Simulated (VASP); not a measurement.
# ScAlSbP3 (P-6m2) in VASP: a series of runs

ScAlSbP3 is run at these levels: PBE; tasks: relaxation of cell and atoms, single point.

Program: VASP 6.6.1. These are calculated values, not measurements. Logs are shortened: lines on timing, memory, paths and dates and some standing lists are left out, and cuts for length are marked.

### Step 1. The cell of the first run

It takes space group P-6m2 (No. 187, hexagonal). Conventional cell: a = 5.311 Å, b = 5.311 Å, c = 5.200 Å, α = 90.00°, β = 90.00°, γ = 120.00°. Sc (site symmetry -6m2) has 3 Al at 3.07 Å and 3 Sb at 3.07 Å and 12 P at 3.72 Å within 4.0 Å. Within 3.8 Å of Al (site symmetry -6m2) lie 6 P at 2.90 Å and 3 Sb at 3.07 Å and 3 Sc at 3.07 Å. Within 4.0 Å of Sb (site symmetry -6m2) lie 3 Al at 3.07 Å and 3 Sc at 3.07 Å and 6 P at 3.15 Å. Within 2.9 Å of P (site symmetry mm2) lie 2 P at 2.22 Å and 2 Al at 2.90 Å.

The cell was generated, and may not be a known phase.

### Step 2. Relaxation of cell and atoms, PBE

INCAR

```
ALGO     = Normal         # electronic algorithm
EDIFF    = 1E-6           # SCF threshold, eV
EDIFFG   = -0.01          # ionic threshold
ENCUT    = 600            # plane-wave cutoff, eV
GGA      = PE             # functional
IBRION   = 2              # ionic algorithm
ISIF     = 3              # what is computed and relaxed
ISMEAR   = 0              # smearing method
LASPH    = T              # aspherical terms in the spheres
LCHARG   = F              # write CHGCAR
LREAL    = F              # projectors in reciprocal space
LWAVE    = F              # write WAVECAR
NELM     = 80             # most SCF steps
NSW      = 100            # ionic steps
PREC     = Accurate       # precision mode
SIGMA    = 0.1            # smearing width, eV
```

KPOINTS

```
k-points
0
Gamma
  12 12 8
```

POSCAR

```
ScAlSbP3
1.0
    5.3107748563      0.0000000000      0.0000000000
   -2.6553874281      4.5992659393      0.0000000000
    0.0000000000      0.0000000000      5.1995882214
Sc Al Sb P
1 1 1 3
Direct
    0.0000000000      0.0000000000      0.0000000000
    0.6666666667      0.3333333333      0.0000000000
    0.3333333333      0.6666666667      0.0000000000
    0.9459716477      0.4729858239      0.5000000000
    0.5270141761      0.4729858239      0.5000000000
    0.5270141761      0.0540283523      0.5000000000
```

Potentials or basis: VASP PAW PBE potentials, release 64 (Sc_sv, Al, Sb, P).

Started as:

```console
> cat potpaw_PBE.64/Sc_sv/POTCAR potpaw_PBE.64/Al/POTCAR potpaw_PBE.64/Sb/POTCAR potpaw_PBE.64/P/POTCAR > POTCAR
> mpirun -np 1 vasp_std > vasp.out
```

OUTCAR:

```text
EDIFF = 1E-6
   EDIFFG = -0.01
   ENCUT = 600
   GGA = PE
   IBRION = 2
   ISIF = 3
   ISMEAR = 0
   LASPH = T
   LREAL = F
   NELM = 80
   NSW = 100
   PREC = Accurate

 ion  position               nearest neighbor table
   1  0.000  0.000  0.000-   2 3.07   3 3.07   3 3.07   2 3.07   2 3.07   3 3.07
   2  0.667  0.333  0.000-   6 2.90   6 2.90   4 2.90   4 2.90   5 2.90   5 2.90   3 3.07   1 3.07
                             3 3.07   1 3.07   1 3.07   3 3.07
   3  0.333  0.667  0.000-   2 3.07   1 3.07   2 3.07   1 3.07   1 3.07   2 3.07   6 3.15   6 3.15
                             5 3.15   5 3.15   4 3.15   4 3.15
   4  0.946  0.473  0.500-   6 2.22   5 2.22   2 2.90   2 2.90   3 3.15   3 3.15
   5  0.527  0.473  0.500-   6 2.22   4 2.22   2 2.90   2 2.90   3 3.15   3 3.15
   6  0.527  0.054  0.500-   5 2.22   4 2.22   2 2.90   2 2.90   3 3.15   3 3.15

  LATTYP: Found a hexagonal cell.
 ALAT       =     5.3107748563
 C/A-ratio  =     0.9790639525

  Lattice vectors:

 A1 = (   5.3107748563,   0.0000000000,   0.0000000000)
 A2 = (  -2.6553874281,   4.5992659393,   0.0000000000)
 A3 = (   0.0000000000,   0.0000000000,   5.1995882214)

Analysis of symmetry for initial positions (statically):
=====================================================================
 Subroutine PRICEL returns:
 Original cell was already a primitive cell.

 Routine SETGRP: Setting up the symmetry group for a
 hexagonal supercell.

 Subroutine GETGRP returns: Found 12 space group operations
 (whereof 12 operations were pure point group operations)
 out of a pool of 24 trial point group operations.

The static configuration has the point symmetry D_3h.

Analysis of symmetry for dynamics (positions and initial velocities):
=====================================================================
 Subroutine PRICEL returns:
 Original cell was already a primitive cell.

 Routine SETGRP: Setting up the symmetry group for a
 hexagonal supercell.

 Subroutine GETGRP returns: Found 12 space group operations
 (whereof 12 operations were pure point group operations)
 out of a pool of 24 trial point group operations.

The dynamic configuration has the point symmetry D_3h.

 Subroutine INISYM returns: Found 12 space group operations
 (whereof 12 operations are pure point group operations),
 and found     1 'primitive' translations

----------------------------------------------------------------------------------------

                                     Primitive cell

  volume of cell :     127.0034

  direct lattice vectors                    reciprocal lattice vectors
     5.310774856  0.000000000  0.000000000     0.188296440  0.108713000  0.000000000
    -2.655387428  4.599265939  0.000000000     0.000000000  0.217426001  0.000000000
     0.000000000  0.000000000  5.199588221     0.000000000  0.000000000  0.192322922

  length of vectors
     5.310774856  5.310774856  5.199588221     0.217426001  0.217426001  0.192322922

  position of ions in fractional coordinates (direct lattice)
     0.000000000  0.000000000  0.000000000
     0.666666667  0.333333333  0.000000000
     0.333333333  0.666666667  0.000000000
     0.945971648  0.472985824  0.500000000
     0.527014176  0.472985824  0.500000000
     0.527014176  0.054028352  0.500000000

  ion indices of the primitive-cell ions
   primitive index   ion index
                 1           1
                 2           2
                 3           3
                 4           4
                 5           5
                 6           6

----------------------------------------------------------------------------------------

 KPOINTS: k-points

Automatic generation of k-mesh.
 Grid dimensions read from file:
 generate k-points for:   12   12    8

 Generating k-lattice:

  Cartesian coordinates                     Fractional coordinates (reciprocal lattice)
     0.015691370  0.009059417  0.000000000     0.083333333 -0.000000000  0.000000000
     0.000000000  0.018118833  0.000000000     0.000000000  0.083333333  0.000000000
     0.000000000  0.000000000  0.024040365     0.000000000  0.000000000  0.125000000

  Length of vectors
     0.018118833  0.018118833  0.024040365

  Shift w.r.t. Gamma in fractional coordinates (k-lattice)
     0.000000000  0.000000000  0.000000000

 Subroutine IBZKPT returns following result:
 ===========================================

 Found     95 irreducible k-points:

 Following reciprocal coordinates:
            Coordinates               Weight
  0.000000  0.000000  0.000000      1.000000
  0.083333 -0.000000  0.000000      6.000000
  0.166667  0.000000  0.000000      6.000000
  0.250000 -0.000000  0.000000      6.000000
  0.333333  0.000000  0.000000      6.000000
  0.416667 -0.000000  0.000000      6.000000
[... 16 lines left out ...]
  0.250000 -0.000000  0.125000     12.000000
  0.333333  0.000000  0.125000     12.000000
 [... further k-points ...]
[... 8 lines left out ...]
 SYSTEM =  unknown system
   PREC   = accura    normal or accurate (medium, high low for compatibility)
   ISTART =      0    job   : 0-new  1-cont  2-samecut
   ICHARG =      2    charge: 1-file 2-atom 10-const
   ISPIN  =      1    spin polarized calculation?
   LNONCOLLINEAR =      F non collinear calculations
   LSORBIT =      F    spin-orbit coupling
   LASPH  =      T    aspherical Exc in radial PAW
   ENCUT  =  600.0 eV  44.10 Ry    6.64 a.u.  10.61 10.61 10.38*2*pi/ulx,y,z
   NELM   =     80;   NELMIN=  2; NELMDL= -5     # of ELM steps
   EDIFF  = 0.1E-05   stopping-criterion for ELM
   LREAL  =      F    real-space projection
   EDIFFG = -.1E-01   stopping-criterion for IOM
   NSW    =    100    number of steps for IOM
   IBRION =      2    ionic relax: 0-MD 1-quasi-New 2-CG
   NFREE  =      1    steps in history (QN), initial steepest desc. (CG)
   ISIF   =      3    stress and relaxation
   ISYM   =      2    0-nonsym 1-usesym 2-fastsym
   POTIM  = 0.5000    time-step for ionic-motion
   TEBEG  =    0.0;   TEEND  =   0.0 temperature during run
   PSTRESS=    0.0 pullay stress
   NELECT =      34.0000    total number of electrons
   NUPDOWN=      -1.0000    fix difference up-down
   EMIN   =  10.00;   EMAX   =-10.00  energy-range for DOS
   EFERMI =   0.00;   METHOD = LEGACY
   ISMEAR =     0;   SIGMA  =   0.10  broadening in eV -4-tet -1-fermi 0-gaus
   EFERMI_NEDOS =   21; number of points for ismear=-14 and -15
   IALGO  =     38    algorithm
   IMIX   =      4    mixing-type and parameters
     AMIX     =   0.40;   BMIX     =  1.00
     AMIX_MAG =   1.60;   BMIX_MAG =  1.00
  volume/ion in A,a.u.               =      21.17       142.84
  Fermi-wavevector in a.u.,A,eV,Ry     =   1.055106  1.993861 15.146662  1.113248
  Thomas-Fermi vector in A             =   2.190291
   LORBIT       =      0    0 simple, 1 ext, 2 COOP (PROOUT), +10 PAW based schemes
   GGA     = PE    functional components
   LHFCALC =     F    Hartree Fock is set to
   AEXX    =    0.0000 exact exchange contribution
   IVDW    =     0    specifies the selected vdW correction
   LEPSILON=     F    determine dielectric tensor
   LRPA    =     F    only Hartree local field effects (RPA)
 conjugate gradient relaxation of ions
 non-spin polarized calculation
 Gauss-broadening in eV      SIGMA  =   0.10
  energy-cutoff  :      600.00
  volume of cell :      127.00
 maximum number of plane-waves:      4276
   NGX = 21   NGY = 21   NGZ = 21

--------------------------------------- Ionic step        1  -------------------------------------------

 number of electron      33.9999998 magnetization

 Free energy of the ion-electron system (eV)
  ---------------------------------------------------
  ext. energy  EPLUGINS =         0.00000000
  ---------------------------------------------------
  free energy    TOTEN  =       -28.92019772 eV

  energy without entropy =      -28.90665432  energy(sigma->0) =      -28.91342602

------------------------ aborting loop because EDIFF is reached ----------------------------------------

  FORCE on cell =-STRESS in cart. coord.  units (eV):
  Direction    XX          YY          ZZ          XY          YZ          ZX
  --------------------------------------------------------------------------------------
  -------------------------------------------------------------------------------------
  Total       -0.2272491     -0.2272491      0.2572809     -0.0000000     -0.0000000     -0.0000000
  in kB       -2.8668000     -2.8668000      3.2456579     -0.0000000     -0.0000000     -0.0000000
  external PRESSURE =      -0.8293140 kB  Pullay stress =       0.0000000 kB
[... 225 lines left out ...]
  energy  without entropy=      -28.9089430173  energy(sigma->0) =      -28.91582341

--------------------------------------- Ionic step        7  -------------------------------------------

 number of electron      33.9999999 magnetization

 Free energy of the ion-electron system (eV)
  ---------------------------------------------------
  ext. energy  EPLUGINS =         0.00000000
  ---------------------------------------------------
  free energy    TOTEN  =       -28.92279248 eV

  energy without entropy =      -28.90899606  energy(sigma->0) =      -28.91589427

 E-fermi :   6.7292     XC(G=0):  -9.8647

 val. band max:        6.7044036465   @ k =   0.5000  -0.0000   0.0000
 cond. band min:       6.7308770932   @ k =   0.3333   0.0833   0.5000
 fundamental gap:      0.0264734467
 Fermi energy:         6.7291654967

 k-point     1 :       0.0000    0.0000    0.0000
  band No.  band energies     occupation
      1     -43.7408      2.00000
      2     -22.6391      2.00000
      3     -22.2299      2.00000
      4     -22.2299      2.00000
      5      -8.2167      2.00000
      6      -3.2490      2.00000
[... 550 lines left out ...]
      5      -7.9423      2.00000
      6      -4.2466      2.00000
[... 13 lines left out ...]
     20       7.4648      0.00000
     21       7.9707      0.00000

 [... further k-points ...]

------------------------ aborting loop because EDIFF is reached ----------------------------------------

  FORCE on cell =-STRESS in cart. coord.  units (eV):
  Direction    XX          YY          ZZ          XY          YZ          ZX
  --------------------------------------------------------------------------------------
  -------------------------------------------------------------------------------------
  Total       -0.0426691     -0.0426691      0.0279405     -0.0000000      0.0000000     -0.0000000
  in kB       -0.5348722     -0.5348722      0.3502436     -0.0000000      0.0000000     -0.0000000
  external PRESSURE =      -0.2398336 kB  Pullay stress =       0.0000000 kB
[... 21 lines left out ...]
  FREE ENERGIE OF THE ION-ELECTRON SYSTEM (eV)
  ---------------------------------------------------
  free  energy   TOTEN  =       -28.9227924773 eV

  energy  without entropy=      -28.9089960581  energy(sigma->0) =      -28.91589427

 reached required accuracy - stopping structural energy minimisation
```

Wall time 43 min (1 thread of Intel Xeon 8259CL, shared host); peak memory 0.55 GiB.

What came out:

```
Free energy                           : -28.9228 eV
Relaxed volume                        : 21.30 Å³/atom
Relaxed cell                          : a = 5.306 Å, b = 5.306 Å, c = 5.242 Å, α = 90.00°, β = 90.00°, γ = 120.00°
Space group after relaxing (to 0.1 Å) : P-6m2 (No. 187)
Energy gained by relaxing             : 0.4 meV/atom
Ionic steps                           : 7
Pressure after relaxing               : 0.0 GPa
Largest force after relaxing          : 0.004 eV/Å
Band gap on the k mesh                : zero (bands 17 and 18 overlap by 0.82 eV)
```

Forces on the atoms (eV/Å):
```
Sc   0.000  0.000  0.000
Al   0.000  0.000  0.000
Sb   0.000  0.000  0.000
P    0.003  0.002  0.000
P   -0.003  0.002  0.000
P    0.000 -0.004  0.000
```

The path:
| step | energy change (eV) | largest force (eV/Å) | pressure (GPa) | volume (Å³) |
| --- | --- | --- | --- | --- |
| 1 | 0.0000 | 0.1292 | -0.08 | 127.00 |
| 2 | -0.0013 | 0.0562 | 0.36 | 126.80 |
| 3 | -0.0015 | 0.0097 | 0.25 | 126.85 |
| 4 | -0.0023 | 0.0148 | 0.11 | 127.37 |
| 5 | -0.0025 | 0.0214 | -0.06 | 127.97 |
| 6 | -0.0025 | 0.0193 | -0.02 | 127.84 |
| 7 | -0.0026 | 0.0040 | -0.02 | 127.81 |

Final structure:
```cif
data_structure
_symmetry_space_group_name_H-M 'P 1'
_symmetry_Int_Tables_number 1
_cell_length_a 5.3063
_cell_length_b 5.3063
_cell_length_c 5.2416
_cell_angle_alpha 90.000
_cell_angle_beta 90.000
_cell_angle_gamma 120.000
_cell_volume 127.81
loop_
_atom_site_label
_atom_site_type_symbol
_atom_site_fract_x
_atom_site_fract_y
_atom_site_fract_z
_atom_site_occupancy
Sc1 Sc 0.00000 0.00000 0.00000 1
Al1 Al 0.66667 0.33333 0.00000 1
Sb1 Sb 0.33333 0.66667 0.00000 1
P1 P 0.94456 0.47228 0.50000 1
P2 P 0.52772 0.47228 0.50000 1
P3 P 0.52772 0.05544 0.50000 1
```

Levels at points of the mesh, in eV from the Fermi level:
| k point | band 13 | band 14 | band 15 | band 16 | band 17 | band 18 | band 19 | band 20 | band 21 |
| --- | --- | --- | --- | --- | --- | --- | --- | --- | --- |
| (0.00, 0.00, 0.00) | -2.68 | -2.18 | -2.18 | -1.05 | -1.05 | -0.65 | 0.23 | 0.58 | 0.58 |
| (0.50, 0.00, 0.00) | -2.78 | -2.58 | -1.94 | -1.60 | -1.15 | -0.03 | -0.02 | 1.12 | 1.32 |
| (0.00, 0.00, 0.50) | -4.01 | -4.01 | -0.86 | -0.26 | -0.26 | 0.13 | 1.24 | 1.24 | 1.35 |
| (0.50, 0.00, 0.50) | -2.68 | -2.24 | -0.63 | -0.28 | -0.11 | 0.01 | 0.10 | 0.51 | 1.33 |

Caveat: spin-orbit coupling is left out, which moves the levels of the heavy elements.

### Step 3. Single point, PBE, collinear spin

INCAR

```
SYSTEM = ScAlSbP3
ALGO = Normal ; EDIFF = 1E-6
ENCUT = 500 ; GGA = PE
GGA_COMPAT = .FALSE. ; ISIF = 2
ISMEAR = 0 ; ISPIN = 2
LASPH = .TRUE. ; LCHARG = .FALSE.
LMAXMIX = 4 ; LORBIT = 11
LREAL = .FALSE. ; LWAVE = .FALSE.
MAGMOM = 0.44 0 0 0 0 0 ; NBANDS = 35
NELM = 200 ; PREC = Accurate
SIGMA = 0.1
```

KPOINTS

```
k-points
0
G
  6 6 10
  0 0 0
```

POSCAR is that of step 2.

Potentials or basis: VASP PAW PBE potentials, release 64 (Sc_sv, Al, Sb_d_GW, P).

Started as:

```console
> cat potpaw_PBE.64/Sc_sv/POTCAR potpaw_PBE.64/Al/POTCAR potpaw_PBE.64/Sb_d_GW/POTCAR potpaw_PBE.64/P/POTCAR > POTCAR
> mpirun -np 1 vasp_std > vasp.out
```

It took 4.4 min on 1 thread of Intel Xeon 6975P-C (Granite Rapids), shared host; peak memory 0.5 GiB.

It converged, with:

```yaml
Free_energy: -28.9509 eV
Pressure: -0.1 GPa
Largest_force: 0.090 eV/Å
Band_gap_on_the_k_mesh: zero (filled and empty bands overlap)
Net_moment: 0.00 μB per cell
Valence_electrons_inside_the_program's_atomic_spheres: Sc 9.27; Al 0.74; Sb 12.72; P 2.42
```

Forces in eV/Å, atoms in the order of the input:
```
Sc   0.000  0.000  0.000
Al   0.000  0.000  0.000
Sb   0.000  0.000  0.000
P   -0.078 -0.045  0.000
P    0.078 -0.045  0.000
P    0.000  0.090  0.000
```

Stress tensor (GPa, compression positive):
```
-0.19  0.00  0.00
 0.00 -0.19  0.00
 0.00  0.00  0.05
```

Levels at points of the mesh, in eV from the Fermi level:
Spin up:
| k point | band 19 | band 20 | band 21 | band 22 | band 23 | band 24 | band 25 | band 26 |
| --- | --- | --- | --- | --- | --- | --- | --- | --- |
| (0.00, 0.00, 0.00) | -2.13 | -2.13 | -1.05 | -1.05 | -0.64 | 0.23 | 0.60 | 0.60 |
| (0.50, 0.00, 0.00) | -2.54 | -1.90 | -1.59 | -1.08 | -0.06 | -0.03 | 1.14 | 1.37 |
| (0.00, 0.00, 0.50) | -4.03 | -0.75 | -0.25 | -0.25 | 0.26 | 1.29 | 1.29 | 1.37 |
| (0.50, 0.00, 0.50) | -2.20 | -0.50 | -0.24 | -0.09 | 0.08 | 0.09 | 0.54 | 1.37 |
Spin down:
```
           k point  band 18  band 19  band 20  band 21  band 22  band 23  band 24  band 25  band 26  band 27
(0.00, 0.00, 0.00)    -2.61    -2.13    -2.13    -1.05    -1.05    -0.64     0.23     0.60     0.60     1.40
(0.50, 0.00, 0.00)    -2.74    -2.54    -1.90    -1.59    -1.08    -0.06    -0.03     1.14     1.37     1.48
(0.00, 0.00, 0.50)    -4.03    -4.03    -0.75    -0.25    -0.25     0.26     1.29     1.29     1.37     1.54
(0.50, 0.00, 0.50)    -2.63    -2.20    -0.50    -0.24    -0.09     0.08     0.09     0.54     1.37     1.75
```

Caveat: spin-orbit coupling is left out, which moves the levels of the heavy elements.

### Step 4. Single point, PBE

This run uses another cell than the first one, of 21.27 Å³/atom.

INCAR

```
PREC = Accurate
ENCUT = 500
EDIFF = 1E-6
ISMEAR = 0
SIGMA = 0.1
LREAL = F
LASPH = T
NELM = 120
ALGO = Normal
ISIF = 2
LWAVE = F
LCHARG = F
GGA = PE
NBANDS = 31
GGA_COMPAT = F
```

KPOINTS

```
Automatic mesh
0
Gamma
  12 12 8
```

POSCAR

```
ScAlSbP3
1.0
    5.3017703004      0.0000000000      0.0000000000
   -2.6508851502      4.5914677652      0.0000000000
    0.0000000000      0.0000000000      5.2431974040
Sc Al Sb P
1 1 1 3
Direct
    0.0000000000      0.0000000000      0.0000000000
    0.6666666667      0.3333333333      0.0000000000
    0.3333333333      0.6666666667      0.0000000000
    0.9456606729      0.4728303364      0.5000000000
    0.5271696636      0.4728303364      0.5000000000
    0.5271696636      0.0543393271      0.5000000000
```

Started as:

```console
> cat potpaw_PBE.64/Sc_sv/POTCAR potpaw_PBE.64/Al/POTCAR potpaw_PBE.64/Sb_d_GW/POTCAR potpaw_PBE.64/P/POTCAR > POTCAR
> mpirun -np 1 vasp_std > vasp.out
```

Wall time 8 min (1 thread of Intel Xeon Platinum 8259CL at 2.50GHz (Skylake/Cascade Lake), shared host); peak memory 0.55 GiB.

Results (log left out):

```
Free energy            : -28.9357 eV
Pressure               : -0.1 GPa
Largest force          : 0.097 eV/Å
Band gap on the k mesh : zero (bands 22 and 23 overlap by 0.79 eV)
```

Forces on the atoms (eV/Å):
```
Sc   0.000  0.000  0.000
Al   0.000  0.000  0.000
Sb   0.000  0.000  0.000
P   -0.084 -0.048  0.000
P    0.084 -0.048  0.000
P    0.000  0.097  0.000
```

Stress tensor (GPa, compression positive):
```
-0.22  0.00  0.00
 0.00 -0.22  0.00
 0.00  0.00  0.02
```

Levels at points of the mesh, in eV from the Fermi level:
```csv
k point,band 18,band 19,band 20,band 21,band 22,band 23,band 24,band 25,band 26,band 27
"(0.00, 0.00, 0.00)",-2.66,-2.19,-2.19,-1.04,-1.04,-0.64,0.23,0.58,0.58,1.35
"(0.50, 0.00, 0.00)",-2.77,-2.56,-1.94,-1.59,-1.14,-0.04,-0.03,1.11,1.33,1.46
"(0.00, 0.00, 0.50)",-4.01,-4.01,-0.87,-0.25,-0.25,0.12,1.25,1.25,1.36,1.49
"(0.50, 0.00, 0.50)",-2.65,-2.21,-0.62,-0.29,-0.11,0.00,0.09,0.50,1.33,1.71
```

Caveat: spin-orbit coupling is left out, which moves the levels of the heavy elements.

### Step 5. Overview

| task | potentials or basis | spin | cell | k mesh | cutoff (eV) | gap on the mesh (eV) | pressure (GPa) | largest force (eV/Å) |
| --- | --- | --- | --- | --- | --- | --- | --- | --- |
| relaxation of cell and atoms | VASP PAW PBE potentials, release 64 (Sc_sv, Al, Sb, P) | off | relaxed from a = 5.311, b = 5.311, c = 5.200 Å, angles 90.0, 90.0, 120.0°, 6 atoms, atomic positions A | 12 × 12 × 8 | 600 | none | 0.0 | - |
| single point | VASP PAW PBE potentials, release 64 (Sc_sv, Al, Sb_d_GW, P) | collinear | a = 5.311, b = 5.311, c = 5.200 Å, angles 90.0, 90.0, 120.0°, 6 atoms, atomic positions A | 6 × 6 × 10 | 500 | none | -0.1 | 0.09 |
| single point | VASP PAW PBE potentials, release 64 (Sc_sv, Al, Sb_d_GW, P) | off | a = 5.302, b = 5.302, c = 5.243 Å, angles 90.0, 90.0, 120.0°, 6 atoms, atomic positions B | 12 × 12 × 8 | 500 | none | -0.1 | 0.10 |

Alike in all rows: level PBE; smearing gaussian 0.1 eV.

Caveats: spin-orbit coupling is left out, which moves the levels of the heavy elements.

Absolute energies hang on the potentials; compare differences alone.

The gap in the log of VASP goes by the Fermi energy; the results here count the filled bands.